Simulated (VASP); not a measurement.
# SiC (Moissanite) (P6_3mc) in VASP: a series of runs

Runs on SiC (Moissanite). Level: PBE. Tasks: single point.

Everything below comes from runs of VASP 6.6.1. Logs are shortened: lines on timing, memory, paths and dates and some standing lists are left out, and cuts for length are marked.

### Step 1. The cell of the first run

It takes space group P6_3mc (No. 186, hexagonal). Conventional cell: a = 3.048 Å, b = 3.048 Å, c = 5.003 Å, α = 90.00°, β = 90.00°, γ = 120.00°. Si (site symmetry 3m) has 4 C at 1.85 to 1.93 Å within 2.5 Å. Within 2.5 Å of C (site symmetry 3m) lie 4 Si at 1.85 to 1.93 Å.

### Step 2. Single point, PBE

INCAR reads:

```
SYSTEM = SiC
  PREC = Accurate
  ENCUT = 520
  EDIFF = 1E-7
  ISMEAR = 0
  SIGMA = 0.01
  LREAL = .False.
  LASPH = .True.
  NELM = 80
  ALGO = Normal
  ISIF = 2
  LWAVE = .False.
  LCHARG = .True.
  GGA = PE
  LELF = .True.
  LVHAR = .True.
  NBANDS = 16
```

KPOINTS reads:

```
regular mesh
0
Gamma
  12 12 4
  0 0 0
```

POSCAR reads:

```
SiC
1.0
    3.0484110699      0.0000000000      0.0000000000
   -1.5242055349      2.6399973228      0.0000000000
    0.0000000000      0.0000000000      5.0027240185
Si C
2 2
Direct
    0.3333333333      0.6666666667      0.0000000000
    0.6666666667      0.3333333333      0.5000000000
    0.3333333333      0.6666666667      0.3850000000
    0.6666666667      0.3333333333      0.8850000000
```

Potentials or basis: VASP PAW PBE potentials, release 64 (Si, C).

On the command line:

```console
$ cat potpaw_PBE.64/Si/POTCAR potpaw_PBE.64/C/POTCAR > POTCAR
$ mpirun -np 1 vasp_std > vasp.out
```

OUTCAR:

```text
SYSTEM = SiC
   PREC = Accurate
   ENCUT = 520
   EDIFF = 1E-7
   ISMEAR = 0
   LREAL = .False.
   LASPH = .True.
   NELM = 80
   ISIF = 2
   GGA = PE

 ion  position               nearest neighbor table
   1  0.333  0.667  0.000-   4 1.85   4 1.85   4 1.85   3 1.93   2 3.06   2 3.06   2 3.06   2 3.06
                             2 3.06   2 3.06
   2  0.667  0.333  0.500-   3 1.85   3 1.85   3 1.85   4 1.93   1 3.06   1 3.06   1 3.06   1 3.06
                             1 3.06   1 3.06
   3  0.333  0.667  0.385-   2 1.85   2 1.85   2 1.85   1 1.93
   4  0.667  0.333  0.885-   1 1.85   1 1.85   1 1.85   2 1.93

  LATTYP: Found a hexagonal cell.
 ALAT       =     3.0484110699
 C/A-ratio  =     1.6410923277

  Lattice vectors:

 A1 = (   3.0484110699,   0.0000000000,   0.0000000000)
 A2 = (  -1.5242055349,   2.6399973228,   0.0000000000)
 A3 = (   0.0000000000,   0.0000000000,   5.0027240185)

Analysis of symmetry for initial positions (statically):
=====================================================================
 Subroutine PRICEL returns:
 Original cell was already a primitive cell.

 Routine SETGRP: Setting up the symmetry group for a
 hexagonal supercell.

 Subroutine GETGRP returns: Found 12 space group operations
 (whereof  6 operations were pure point group operations)
 out of a pool of 24 trial point group operations.

The static configuration has the point symmetry C_3v.
 The point group associated with its full space group is C_6v.

Analysis of symmetry for dynamics (positions and initial velocities):
=====================================================================
 Subroutine PRICEL returns:
 Original cell was already a primitive cell.

 Routine SETGRP: Setting up the symmetry group for a
 hexagonal supercell.

 Subroutine GETGRP returns: Found 12 space group operations
 (whereof  6 operations were pure point group operations)
 out of a pool of 24 trial point group operations.

The dynamic configuration has the point symmetry C_3v.
 The point group associated with its full space group is C_6v.

 Subroutine INISYM returns: Found 12 space group operations
 (whereof  6 operations are pure point group operations),
 and found     1 'primitive' translations

----------------------------------------------------------------------------------------

                                     Primitive cell

  volume of cell :      40.2609

  direct lattice vectors                    reciprocal lattice vectors
     3.048411070  0.000000000  0.000000000     0.328039748  0.189394131  0.000000000
    -1.524205535  2.639997323  0.000000000     0.000000000  0.378788263  0.000000000
     0.000000000  0.000000000  5.002724019     0.000000000  0.000000000  0.199891099

  length of vectors
     3.048411070  3.048407515  5.002724019     0.378787821  0.378788263  0.199891099

  position of ions in fractional coordinates (direct lattice)
     0.333333333  0.666666667  0.000000000
     0.666666667  0.333333333  0.500000000
     0.333333333  0.666666667  0.385000000
     0.666666667  0.333333333  0.885000000

  ion indices of the primitive-cell ions
   primitive index   ion index
                 1           1
                 2           2
                 3           3
                 4           4

----------------------------------------------------------------------------------------

 KPOINTS: regular mesh

Automatic generation of k-mesh.
 Grid dimensions read from file:
 generate k-points for:   12   12    4

 Generating k-lattice:

  Cartesian coordinates                     Fractional coordinates (reciprocal lattice)
     0.027336646  0.015782844  0.000000000     0.083333333  0.000000000  0.000000000
     0.000000000  0.031565689  0.000000000     0.000000000  0.083333333  0.000000000
     0.000000000  0.000000000  0.049972775     0.000000000  0.000000000  0.250000000

  Length of vectors
     0.031565652  0.031565689  0.049972775

  Shift w.r.t. Gamma in fractional coordinates (k-lattice)
     0.000000000  0.000000000  0.000000000

 Subroutine IBZKPT returns following result:
 ===========================================

 Found     57 irreducible k-points:

 Following reciprocal coordinates:
            Coordinates               Weight
  0.000000  0.000000  0.000000      1.000000
  0.083333 -0.000000  0.000000      6.000000
  0.166667 -0.000000  0.000000      6.000000
  0.250000 -0.000000  0.000000      6.000000
  0.333333 -0.000000  0.000000      6.000000
  0.416667 -0.000000  0.000000      6.000000
[... 16 lines left out ...]
  0.250000 -0.000000  0.250000     12.000000
  0.333333 -0.000000  0.250000     12.000000
 [... further k-points ...]
   k-points           NKPTS =     57   k-points in BZ     NKDIM =     57   number of bands    NBANDS=     16
   number of dos      NEDOS =    301   number of ions     NIONS =      4
   total plane-waves  NPLWV =  23040
   dimension x,y,z NGX =    24 NGY =   24 NGZ =   40
   dimension x,y,z NGXF=    48 NGYF=   48 NGZF=   80
   ions per type =               2   2
   NGX,Y,Z   is equivalent  to a cutoff of  13.09, 13.09, 13.29 a.u.
   NGXF,Y,Z  is equivalent  to a cutoff of  26.18, 26.18, 26.58 a.u.
 SYSTEM =  SiC
   PREC   = accura    normal or accurate (medium, high low for compatibility)
   ISTART =      0    job   : 0-new  1-cont  2-samecut
   ICHARG =      2    charge: 1-file 2-atom 10-const
   ISPIN  =      1    spin polarized calculation?
   LNONCOLLINEAR =      F non collinear calculations
   LSORBIT =      F    spin-orbit coupling
   LASPH  =      T    aspherical Exc in radial PAW
   ENCUT  =  520.0 eV  38.22 Ry    6.18 a.u.   5.67  5.67  9.30*2*pi/ulx,y,z
   NELM   =     80;   NELMIN=  2; NELMDL= -5     # of ELM steps
   EDIFF  = 0.1E-06   stopping-criterion for ELM
   LREAL  =      F    real-space projection
   EDIFFG = 0.1E-05   stopping-criterion for IOM
   NSW    =      0    number of steps for IOM
   IBRION =     -1    ionic relax: 0-MD 1-quasi-New 2-CG
   NFREE  =      0    steps in history (QN), initial steepest desc. (CG)
   ISIF   =      2    stress and relaxation
   ISYM   =      2    0-nonsym 1-usesym 2-fastsym
   POTIM  = 0.5000    time-step for ionic-motion
   TEBEG  =    0.0;   TEEND  =   0.0 temperature during run
   PSTRESS=    0.0 pullay stress
   NELECT =      16.0000    total number of electrons
   NUPDOWN=      -1.0000    fix difference up-down
   EMIN   =  10.00;   EMAX   =-10.00  energy-range for DOS
   EFERMI =   0.00;   METHOD = LEGACY
   ISMEAR =     0;   SIGMA  =   0.01  broadening in eV -4-tet -1-fermi 0-gaus
   EFERMI_NEDOS =   21; number of points for ismear=-14 and -15
   IALGO  =     38    algorithm
   IMIX   =      4    mixing-type and parameters
     AMIX     =   0.40;   BMIX     =  1.00
     AMIX_MAG =   1.60;   BMIX_MAG =  1.00
  volume/ion in A,a.u.               =      10.07        67.92
  Fermi-wavevector in a.u.,A,eV,Ry     =   1.203613  2.274499 19.710555  1.448685
  Thomas-Fermi vector in A             =   2.339362
   LORBIT       =      0    0 simple, 1 ext, 2 COOP (PROOUT), +10 PAW based schemes
   GGA     = PE    functional components
   LHFCALC =     F    Hartree Fock is set to
   AEXX    =    0.0000 exact exchange contribution
   IVDW    =     0    specifies the selected vdW correction
   LEPSILON=     F    determine dielectric tensor
   LRPA    =     F    only Hartree local field effects (RPA)
 non-spin polarized calculation
 Gauss-broadening in eV      SIGMA  =   0.01
  energy-cutoff  :      520.00
  volume of cell :       40.26
 maximum number of plane-waves:      1105
 NGX is ok and might be reduce to    24
   NGX = 11   NGY = 11   NGZ = 19

 number of electron      15.9999999 magnetization

 Free energy of the ion-electron system (eV)
  ---------------------------------------------------
  ext. energy  EPLUGINS =         0.00000000
  ---------------------------------------------------
  free energy    TOTEN  =       -30.02078571 eV

  energy without entropy =      -30.02078571  energy(sigma->0) =      -30.02078571

 E-fermi :   8.8399     XC(G=0): -11.4668

 val. band max:        8.7176550490   @ k =   0.0000   0.0000   0.0000
 cond. band min:      10.9905758486   @ k =   0.3333   0.3333   0.0000
 fundamental gap:      2.2729207996
 Fermi energy:         8.8399357070

 k-point     1 :       0.0000    0.0000    0.0000
  band No.  band energies     occupation
      1      -7.2229      2.00000
      2      -3.6167      2.00000
      3      -0.1361      2.00000
      4       7.1494      2.00000
      5       7.1494      2.00000
      6       8.4439      2.00000
[... 8 lines left out ...]
     15      17.6128      0.00000
     16      20.2865      0.00000

 k-point     2 :       0.0833   -0.0000    0.0000
  band No.  band energies     occupation
      1      -7.0996      2.00000
      2      -3.5109      2.00000
      3      -0.0205      2.00000
      4       6.4675      2.00000
      5       6.9363      2.00000
      6       7.9964      2.00000
[... 8 lines left out ...]
     15      17.9295      0.00000
     16      19.1308      0.00000

 k-point     3 :       0.1667   -0.0000    0.0000
  band No.  band energies     occupation
      1      -6.7329      2.00000
      2      -3.2021      2.00000
      3       0.3179      2.00000
      4       4.9663      2.00000
      5       6.4541      2.00000
      6       6.8858      2.00000
[... 8 lines left out ...]
     15      18.1628      0.00000
     16      18.5978      0.00000

 k-point     4 :       0.2500   -0.0000    0.0000
  band No.  band energies     occupation
      1      -6.1338      2.00000
      2      -2.7260      2.00000
      3       0.8350      2.00000
      4       3.3087      2.00000
      5       5.4938      2.00000
      6       5.9304      2.00000
[... 8 lines left out ...]
     15      18.7158      0.00000
     16      19.4515      0.00000

 k-point     5 :       0.3333   -0.0000    0.0000
  band No.  band energies     occupation
      1      -5.3295      2.00000
      2      -2.2017      2.00000
      3       1.1403      2.00000
      4       2.2167      2.00000
      5       4.0682      2.00000
      6       5.4970      2.00000
[... 8 lines left out ...]
     15      19.5910      0.00000
     16      20.8362      0.00000

 k-point     6 :       0.4167   -0.0000    0.0000
  band No.  band energies     occupation
      1      -4.4038      2.00000
      2      -2.0336      2.00000
      3       0.6254      2.00000
      4       2.6090      2.00000
      5       2.8904      2.00000
      6       5.2180      2.00000
[... 8 lines left out ...]
     15      19.7351      0.00000
     16      20.8815      0.00000
[... 267 lines left out ...]
 k-point    21 :       0.0833   -0.0000    0.2500
  band No.  band energies     occupation
      1      -6.7905      2.00000
      2      -4.5215      2.00000
      3       1.4878      2.00000
      4       6.6651      2.00000
      5       7.0147      2.00000
      6       7.1153      2.00000
[... 8 lines left out ...]
     15      17.3453      0.00000
     16      19.6851      0.00000

 k-point    22 :       0.1667   -0.0000    0.2500
  band No.  band energies     occupation
      1      -6.4263      2.00000
      2      -4.1854      2.00000
      3       1.7523      2.00000
      4       5.2393      2.00000
      5       6.1877      2.00000
      6       6.6546      2.00000
[... 8 lines left out ...]
     15      18.2296      0.00000
     16      19.4172      0.00000

 k-point    23 :       0.2500   -0.0000    0.2500
  band No.  band energies     occupation
      1      -5.8320      2.00000
      2      -3.6500      2.00000
      3       1.9910      2.00000
      4       3.8026      2.00000
      5       4.7830      2.00000
      6       6.1470      2.00000
[... 8 lines left out ...]
     15      19.3503      0.00000
     16      19.7932      0.00000

 k-point    24 :       0.3333   -0.0000    0.2500
  band No.  band energies     occupation
      1      -5.0370      2.00000
      2      -2.9831      2.00000
      3       1.3269      2.00000
      4       3.1993      2.00000
      5       3.6059      2.00000
      6       5.7233      2.00000
[... 8 lines left out ...]
     15      20.3836      0.00000
     16      20.5950      0.00000

 [... further k-points ...]
[... 5 lines left out ...]
  --------------------------------------------------------------------------------------
  -------------------------------------------------------------------------------------
  Total        3.0427813      3.0427718      1.5270541      0.0000000      0.0000000      0.0000000
  in kB      121.0870668    121.0866902     60.7689108      0.0000000      0.0000000      0.0000000
  external PRESSURE =     100.9808892 kB  Pullay stress =       0.0000000 kB

 VOLUME and BASIS-vectors are now :
 -----------------------------------------------------------------------------
  energy-cutoff  :      520.00
  volume of cell :       40.26
      direct lattice vectors                 reciprocal lattice vectors
     3.048411070  0.000000000  0.000000000     0.328039748  0.189394131  0.000000000
    -1.524205535  2.639997323  0.000000000     0.000000000  0.378788263  0.000000000
     0.000000000  0.000000000  5.002724019     0.000000000  0.000000000  0.199891099

 POSITION                                       TOTAL-FORCE (eV/Angst)
 -----------------------------------------------------------------------------------
     -0.00000      1.76000      0.00000        -0.000000      0.000000      0.794754
      1.52421      0.88000      2.50136         0.000000     -0.000000      0.794754
     -0.00000      1.76000      1.92605        -0.000000     -0.000000     -0.794754
      1.52421      0.88000      4.42741         0.000000     -0.000000     -0.794754
 -----------------------------------------------------------------------------------
    total drift:                                0.000000      0.000000     -0.000172

  FREE ENERGIE OF THE ION-ELECTRON SYSTEM (eV)
  ---------------------------------------------------
  free  energy   TOTEN  =       -30.0207857109 eV

  energy  without entropy=      -30.0207857109  energy(sigma->0) =      -30.02078571
```

Wall time 40 s (1 thread of Intel Xeon 8259CL, shared host); peak memory 0.17 GiB.

What came out:

| Property | Result |
| --- | --- |
| Free energy | -30.0208 eV |
| Pressure | 10.1 GPa |
| Largest force | 0.795 eV/Å |
| Band gap on the k mesh | 2.27 eV, indirect (least direct gap 4.13 eV) |

Forces in eV/Å, atoms in the order of the input:
```
Si   0.000  0.000  0.795
Si   0.000  0.000  0.795
C    0.000  0.000 -0.795
C    0.000  0.000 -0.795
```

Stress tensor (GPa, compression positive):
```
12.11  0.00  0.00
 0.00 12.11  0.00
 0.00  0.00  6.08
```

Levels at points of the mesh, in eV from the valence-band top:
```csv
k point,band 6,band 7,band 8,band 9,band 10,band 11
"(0.00, 0.00, 0.00)",-0.27,-0.27,0.00,4.86,6.31,6.67
"(0.50, 0.00, 0.00)",-3.60,-3.34,-1.49,2.64,4.23,6.95
"(0.00, 0.00, 0.50)",-0.97,-0.97,-0.97,5.95,5.95,7.32
"(0.50, 0.00, 0.50)",-2.72,-2.37,-2.37,3.22,3.22,5.12
```

(Continued in part 2 of 2.)
